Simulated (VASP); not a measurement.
The system is Al2Pt.

```
Al Pt
1.0
     0.00000    2.94917    2.94917
     2.94917    0.00000    2.94917
     2.94917    2.94917    0.00000
Al Pt
2 1
Cartesian
  1.4746 1.4746 1.4746
  4.4238 4.4238 4.4238
  0.0000 0.0000 0.0000
```

```yaml
Program: VASP 6.6.1
Task: relaxation of cell and atoms
Functional: PBE
Potentials_or_basis: VASP PAW PBE potentials, release 64 (Al, Pt)
Cutoff: 500 eV
k_mesh: 6 × 6 × 6
Occupations: gaussian, width 0.1 eV
Spin: no spin polarisation
```

At the start: pressure 3.1 GPa; volume 17.10 Å³/atom.

Question: How do energy, volume and symmetry change on relaxing?

Answer: Over 3 steps the energy falls by 3.6 meV/atom and the volume is 17.49 Å³/atom (+2.3 %); space group Fm-3m (No. 225, to 0.05 Å).

The path:
| step | energy change (eV) | largest force (eV/Å) | pressure (GPa) | volume (Å³) |
| --- | --- | --- | --- | --- |
| 1 | 0.0000 | 0.0000 | 3.08 | 51.30 |
| 2 | 0.0020 | 0.0000 | -3.06 | 53.78 |
| 3 | -0.0109 | 0.0000 | 0.01 | 52.47 |

Final structure:
```
Al Pt
1.0
     0.00000    2.97136    2.97136
     2.97136    0.00000    2.97136
     2.97136    2.97136    0.00000
Al Pt
2 1
Direct
  0.25000 0.25000 0.25000
  0.75000 0.75000 0.75000
  0.00000 0.00000 0.00000
```
